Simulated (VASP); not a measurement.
**C: relaxation of the atoms with PBE+D3(BJ)**

The system is C, a slab with vacuum.

```
CELL_PARAMETERS angstrom
2.51510 0.00000 0.00000
-1.25755 2.17814 0.00000
0.00000 0.00000 28.00000
ATOMIC_POSITIONS crystal
C 0.33333 0.66667 0.50000
C 0.66667 0.33333 0.50000
```

This cell differs from its parent crystal: biaxial strain +0.020.

```
Program                : VASP 6.6.1
Task                   : relaxation of the atoms
Functional             : PBE
Dispersion             : D3(BJ)
Potentials or basis    : VASP PAW PBE potentials, release 64 (C)
Cutoff                 : 520 eV
k mesh                 : 18 × 18 × 1
Occupations            : gaussian, width 0.1 eV
Spin                   : no spin polarisation
Dipole correction      : yes
Further INCAR settings : ALGO = Normal; EDIFF = 1e-06; IBRION = 2; EDIFFG = -0.01; NSW = 60
```

```yaml
Band_gap_on_the_k_mesh: zero (filled and empty bands touch)
Dispersion_energy_per_atom: -0.087 eV
```

Final structure:
```
C
1.0
     2.51510    0.00000    0.00000
    -1.25755    2.17814    0.00000
     0.00000    0.00000   28.00000
C
2
Direct
  0.33333 0.66667 0.50000
  0.66667 0.33333 0.50000
```

Levels at points of the mesh, in eV from the Fermi level:
| k point | band 1 | band 2 | band 3 | band 4 | band 5 | band 6 | band 7 | band 8 |
| --- | --- | --- | --- | --- | --- | --- | --- | --- |
| (0.00, 0.00, 0.00) | -19.05 | -7.23 | -3.06 | -3.06 | 3.44 | 4.20 | 4.44 | 4.83 |
| (0.50, 0.00, 0.00) | -14.07 | -12.87 | -6.26 | -2.25 | 1.65 | 6.80 | 10.97 | 11.13 |

Wall time 76 s on 1 thread of Intel(R) Xeon(R) Platinum 8259CL CPU @ 2.50GHz (Skylake/Cascade Lake) (shared host), peak memory 0.28 GiB.

Caveat: the cell differs from its parent crystal (biaxial strain +0.020); the relaxation stopped at its first step, so nothing moved.
